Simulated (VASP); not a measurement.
# MgO (Fm-3m) in VASP: notebook

The runs below take MgO through single point, with LDA.

All numbers are computed with VASP 6.6.1; they aren't measurements. Logs are shortened: lines on timing, memory, paths and dates and some standing lists are left out, and cuts for length are marked.

## 1. The cell of the first run

It takes space group Fm-3m (No. 225, cubic). Conventional cell: a = 4.257 Å, b = 4.257 Å, c = 4.257 Å, α = 90.00°, β = 90.00°, γ = 90.00°. Mg (site symmetry m-3m) has 6 O at 2.13 Å within 2.8 Å. O (site symmetry m-3m) has 6 Mg at 2.13 Å within 2.8 Å.

## 2. Single point, LDA

File INCAR:

```
SYSTEM = MgO
ALGO = Normal
EDIFF = 1E-6
ENCUT = 600
GGA = CA
GGA_COMPAT = .False.
ISIF = 2
ISMEAR = 0
LASPH = .True.
LCHARG = .True.
LELF = .True.
LREAL = .False.
LVHAR = .True.
LWAVE = .False.
NBANDS = 11
NELM = 120
PREC = Accurate
SIGMA = 0.01
```

File KPOINTS:

```
k-points
0
Gamma
  9 9 9
  0 0 0
```

File POSCAR:

```
MgO
1.0
    0.0000000000      2.1285000000      2.1285000000
    2.1285000000      0.0000000000      2.1285000000
    2.1285000000      2.1285000000      0.0000000000
Mg O
1 1
Direct
    0.0000000000      0.0000000000      0.0000000000
    0.5000000000      0.5000000000      0.5000000000
```

Potentials or basis: VASP PAW LDA potentials, release 64 (Mg, O).

Run with:

```console
> cat potpaw_LDA.64/Mg/POTCAR potpaw_LDA.64/O/POTCAR > POTCAR
> mpirun -np 1 vasp_std > vasp.out
```

OUTCAR:

```text
SYSTEM = MgO
   EDIFF = 1E-6
   ENCUT = 600
   GGA = CA
   ISIF = 2
   ISMEAR = 0
   LASPH = .True.
   LREAL = .False.
   NELM = 120
   PREC = Accurate

 ion  position               nearest neighbor table
   1  0.000  0.000  0.000-   2 2.13   2 2.13   2 2.13   2 2.13   2 2.13   2 2.13
   2  0.500  0.500  0.500-   1 2.13   1 2.13   1 2.13   1 2.13   1 2.13   1 2.13

  LATTYP: Found a face centered cubic cell.
 ALAT       =     4.2570000000

  Lattice vectors:

 A1 = (   0.0000000000,   2.1285000000,   2.1285000000)
 A2 = (   2.1285000000,   0.0000000000,   2.1285000000)
 A3 = (   2.1285000000,   2.1285000000,   0.0000000000)

Analysis of symmetry for initial positions (statically):
=====================================================================
 Subroutine PRICEL returns:
 Original cell was already a primitive cell.

 Routine SETGRP: Setting up the symmetry group for a
 face centered cubic supercell.

 Subroutine GETGRP returns: Found 48 space group operations
 (whereof 48 operations were pure point group operations)
 out of a pool of 48 trial point group operations.

The static configuration has the point symmetry O_h .

Analysis of symmetry for dynamics (positions and initial velocities):
=====================================================================
 Subroutine PRICEL returns:
 Original cell was already a primitive cell.

 Routine SETGRP: Setting up the symmetry group for a
 face centered cubic supercell.

 Subroutine GETGRP returns: Found 48 space group operations
 (whereof 48 operations were pure point group operations)
 out of a pool of 48 trial point group operations.

The dynamic configuration has the point symmetry O_h .

 Subroutine INISYM returns: Found 48 space group operations
 (whereof 48 operations are pure point group operations),
 and found     1 'primitive' translations

----------------------------------------------------------------------------------------

                                     Primitive cell

  volume of cell :      19.2864

  direct lattice vectors                    reciprocal lattice vectors
     0.000000000  2.128500000  2.128500000    -0.234907212  0.234907212  0.234907212
     2.128500000  0.000000000  2.128500000     0.234907212 -0.234907212  0.234907212
     2.128500000  2.128500000  0.000000000     0.234907212  0.234907212 -0.234907212

  length of vectors
     3.010153568  3.010153568  3.010153568     0.406871226  0.406871226  0.406871226

  position of ions in fractional coordinates (direct lattice)
     0.000000000  0.000000000  0.000000000
     0.500000000  0.500000000  0.500000000

  ion indices of the primitive-cell ions
   primitive index   ion index
                 1           1
                 2           2

----------------------------------------------------------------------------------------

 KPOINTS: k-points

Automatic generation of k-mesh.
 Grid dimensions read from file:
 generate k-points for:    9    9    9

 Generating k-lattice:

  Cartesian coordinates                     Fractional coordinates (reciprocal lattice)
    -0.026100801  0.026100801  0.026100801     0.111111111  0.000000000  0.000000000
     0.026100801 -0.026100801  0.026100801     0.000000000  0.111111111  0.000000000
     0.026100801  0.026100801 -0.026100801     0.000000000  0.000000000  0.111111111

  Length of vectors
     0.045207914  0.045207914  0.045207914

  Shift w.r.t. Gamma in fractional coordinates (k-lattice)
     0.000000000  0.000000000  0.000000000

 Subroutine IBZKPT returns following result:
 ===========================================

 Found     35 irreducible k-points:

 Following reciprocal coordinates:
            Coordinates               Weight
  0.000000  0.000000  0.000000      1.000000
  0.111111  0.000000  0.000000      8.000000
  0.222222  0.000000  0.000000      8.000000
  0.333333  0.000000  0.000000      8.000000
  0.444444  0.000000  0.000000      8.000000
  0.111111  0.111111  0.000000      6.000000
[... 16 lines left out ...]
 -0.333333  0.333333  0.000000     12.000000
  0.444444  0.444444  0.000000      6.000000
 [... further k-points ...]
   k-points           NKPTS =     35   k-points in BZ     NKDIM =     35   number of bands    NBANDS=     11
   number of dos      NEDOS =    301   number of ions     NIONS =      2
   total plane-waves  NPLWV =  13824
   dimension x,y,z NGX =    24 NGY =   24 NGZ =   24
   dimension x,y,z NGXF=    48 NGYF=   48 NGZF=   48
   ions per type =               1   1
   NGX,Y,Z   is equivalent  to a cutoff of  13.25, 13.25, 13.25 a.u.
   NGXF,Y,Z  is equivalent  to a cutoff of  26.51, 26.51, 26.51 a.u.
 SYSTEM =  MgO
   PREC   = accura    normal or accurate (medium, high low for compatibility)
   ISTART =      0    job   : 0-new  1-cont  2-samecut
   ICHARG =      2    charge: 1-file 2-atom 10-const
   ISPIN  =      1    spin polarized calculation?
   LNONCOLLINEAR =      F non collinear calculations
   LSORBIT =      F    spin-orbit coupling
   LASPH  =      T    aspherical Exc in radial PAW
   ENCUT  =  600.0 eV  44.10 Ry    6.64 a.u.   6.01  6.01  6.01*2*pi/ulx,y,z
   NELM   =    120;   NELMIN=  2; NELMDL= -5     # of ELM steps
   EDIFF  = 0.1E-05   stopping-criterion for ELM
   LREAL  =      F    real-space projection
   EDIFFG = 0.1E-04   stopping-criterion for IOM
   NSW    =      0    number of steps for IOM
   IBRION =     -1    ionic relax: 0-MD 1-quasi-New 2-CG
   NFREE  =      0    steps in history (QN), initial steepest desc. (CG)
   ISIF   =      2    stress and relaxation
   ISYM   =      2    0-nonsym 1-usesym 2-fastsym
   POTIM  = 0.5000    time-step for ionic-motion
   TEBEG  =    0.0;   TEEND  =   0.0 temperature during run
   PSTRESS=    0.0 pullay stress
   NELECT =       8.0000    total number of electrons
   NUPDOWN=      -1.0000    fix difference up-down
   EMIN   =  10.00;   EMAX   =-10.00  energy-range for DOS
   EFERMI =   0.00;   METHOD = LEGACY
   ISMEAR =     0;   SIGMA  =   0.01  broadening in eV -4-tet -1-fermi 0-gaus
   EFERMI_NEDOS =   21; number of points for ismear=-14 and -15
   IALGO  =     38    algorithm
   IMIX   =      4    mixing-type and parameters
     AMIX     =   0.40;   BMIX     =  1.00
     AMIX_MAG =   1.60;   BMIX_MAG =  1.00
  volume/ion in A,a.u.               =       9.64        65.08
  Fermi-wavevector in a.u.,A,eV,Ry     =   1.220922  2.307208 20.281524  1.490650
  Thomas-Fermi vector in A             =   2.356122
   LORBIT       =      0    0 simple, 1 ext, 2 COOP (PROOUT), +10 PAW based schemes
   GGA     = CA    functional components
   LHFCALC =     F    Hartree Fock is set to
   AEXX    =    0.0000 exact exchange contribution
   IVDW    =     0    specifies the selected vdW correction
   LEPSILON=     F    determine dielectric tensor
   LRPA    =     F    only Hartree local field effects (RPA)
 non-spin polarized calculation
 Gauss-broadening in eV      SIGMA  =   0.01
  energy-cutoff  :      600.00
  volume of cell :       19.29
 maximum number of plane-waves:       652
   NGX = 13   NGY = 13   NGZ = 13

 number of electron       8.0000004 magnetization

 Free energy of the ion-electron system (eV)
  ---------------------------------------------------
  ext. energy  EPLUGINS =         0.00000000
  ---------------------------------------------------
  free energy    TOTEN  =       -13.39091608 eV

  energy without entropy =      -13.39091608  energy(sigma->0) =      -13.39091608

 E-fermi :   2.7241     XC(G=0): -11.4389

 val. band max:        2.6407523411   @ k =   0.0000   0.0000   0.0000
 cond. band min:       6.9946330521   @ k =   0.0000   0.0000   0.0000
 fundamental gap:      4.3538807111
 Fermi energy:         2.7241324563

 k-point     1 :       0.0000    0.0000    0.0000
  band No.  band energies     occupation
      1     -14.1967      2.00000
      2       2.6408      2.00000
      3       2.6408      2.00000
      4       2.6408      2.00000
      5       6.9946      0.00000
      6      17.9950      0.00000
      7      17.9950      0.00000
      8      17.9950      0.00000
      9      21.9373      0.00000
     10      23.5416      0.00000
     11      23.5416      0.00000

 k-point     2 :       0.1111    0.0000    0.0000
  band No.  band energies     occupation
      1     -14.0686      2.00000
      2       1.8565      2.00000
      3       2.5612      2.00000
      4       2.5612      2.00000
      5       7.7460      0.00000
      6      16.5874      0.00000
      7      18.2695      0.00000
      8      18.2695      0.00000
      9      22.6233      0.00000
     10      22.6233      0.00000
     11      23.6975      0.00000

 k-point     3 :       0.2222    0.0000    0.0000
  band No.  band energies     occupation
      1     -13.7241      2.00000
      2       0.3762      2.00000
      3       2.3671      2.00000
      4       2.3671      2.00000
      5       9.0525      0.00000
      6      15.0339      0.00000
      7      18.7144      0.00000
      8      18.7144      0.00000
      9      22.0242      0.00000
     10      22.0242      0.00000
     11      23.9478      0.00000

 k-point     4 :       0.3333    0.0000    0.0000
  band No.  band energies     occupation
      1     -13.2888      2.00000
      2      -0.9879      2.00000
      3       2.1586      2.00000
      4       2.1586      2.00000
      5       9.9230      0.00000
      6      14.4875      0.00000
      7      18.6152      0.00000
      8      18.6152      0.00000
      9      22.8742      0.00000
     10      22.8742      0.00000
     11      23.2353      0.00000
[... 239 lines left out ...]
 k-point    22 :      -0.4444    0.3333    0.0000
  band No.  band energies     occupation
      1     -12.6820      2.00000
      2      -0.9819      2.00000
      3       0.3249      2.00000
      4       1.5052      2.00000
      5      12.2233      0.00000
      6      13.5133      0.00000
      7      14.8402      0.00000
      8      20.0310      0.00000
      9      20.2937      0.00000
     10      27.4861      0.00000
     11      28.7883      0.00000

 k-point    23 :      -0.3333    0.3333    0.0000
  band No.  band energies     occupation
      1     -12.6969      2.00000
      2      -0.5428      2.00000
      3      -0.3767      2.00000
      4       1.6652      2.00000
      5      12.5522      0.00000
      6      14.3961      0.00000
      7      14.4845      0.00000
      8      19.6629      0.00000
      9      20.8099      0.00000
     10      25.2250      0.00000
     11      29.2123      0.00000

 k-point    24 :       0.4444    0.4444    0.0000
  band No.  band energies     occupation
      1     -12.7152      2.00000
      2      -1.3115      2.00000
      3       1.3465      2.00000
      4       1.3465      2.00000
      5      11.6008      0.00000
      6      11.9977      0.00000
      7      15.2075      0.00000
      8      20.7205      0.00000
      9      20.7205      0.00000
     10      27.3363      0.00000
     11      28.4178      0.00000

 [... further k-points ...]

------------------------ aborting loop because EDIFF is reached ----------------------------------------

  FORCE on cell =-STRESS in cart. coord.  units (eV):
  Direction    XX          YY          ZZ          XY          YZ          ZX
  --------------------------------------------------------------------------------------
  -------------------------------------------------------------------------------------
  Total       -1.4819307     -1.4819307     -1.4819307     -0.0000000      0.0000000      0.0000000
  in kB     -123.1083534   -123.1083534   -123.1083534     -0.0000000      0.0000000      0.0000000
  external PRESSURE =    -123.1083534 kB  Pullay stress =       0.0000000 kB

 VOLUME and BASIS-vectors are now :
 -----------------------------------------------------------------------------
  energy-cutoff  :      600.00
  volume of cell :       19.29
      direct lattice vectors                 reciprocal lattice vectors
     0.000000000  2.128500000  2.128500000    -0.234907212  0.234907212  0.234907212
     2.128500000  0.000000000  2.128500000     0.234907212 -0.234907212  0.234907212
     2.128500000  2.128500000  0.000000000     0.234907212  0.234907212 -0.234907212

 POSITION                                       TOTAL-FORCE (eV/Angst)
 -----------------------------------------------------------------------------------
      0.00000      0.00000      0.00000        -0.000000     -0.000000     -0.000000
      2.12850      2.12850      2.12850         0.000000      0.000000      0.000000
 -----------------------------------------------------------------------------------
    total drift:                               -0.000000     -0.000000      0.000000

  FREE ENERGIE OF THE ION-ELECTRON SYSTEM (eV)
  ---------------------------------------------------
  free  energy   TOTEN  =       -13.3909160787 eV

  energy  without entropy=      -13.3909160787  energy(sigma->0) =      -13.39091608
```

Run time: 5.4 s. Hardware: 1 thread of Intel Xeon 6975P-C, shared host; peak memory 0.13 GiB.

Results:

```
Free energy            : -13.3909 eV
Pressure               : -12.3 GPa
Band gap on the k mesh : 4.35 eV, direct
```

## 3. Single point, LDA

File INCAR:

```
PREC = Accurate ; ENCUT = 600
EDIFF = 1E-6 ; ISMEAR = 1
SIGMA = 0.15 ; LREAL = False
LASPH = True ; NELM = 120
ALGO = Normal ; ISIF = 2
LWAVE = False ; LCHARG = True
LELF = True ; LVHAR = True
NBANDS = 11 ; GGA_COMPAT = False
```

File KPOINTS:

```
Automatic mesh
0
Gamma
  9 9 9
```

POSCAR is that of step 2.

Potentials or basis: VASP PAW LDA potentials, release 64 (Mg, O).

Run with:

```console
> cat potpaw_LDA.64/Mg/POTCAR potpaw_LDA.64/O/POTCAR > POTCAR
> mpirun -np 1 vasp_std > vasp.out
```

Run time: 6.5 s. Hardware: 1 thread of Intel Xeon 6975P-C, shared host; peak memory 0.13 GiB.

The run converged. Its results:

| Quantity | Value |
| --- | --- |
| Free energy | -13.3906 eV |
| Pressure | -12.3 GPa |
| Band gap on the k mesh | 4.35 eV, direct |

Levels at points of the mesh, in eV from the valence-band top:
```tsv
k point	band 2	band 3	band 4	band 5	band 6	band 7
(0.00, 0.00, 0.00)	0.00	0.00	0.00	4.35	15.35	15.35
```
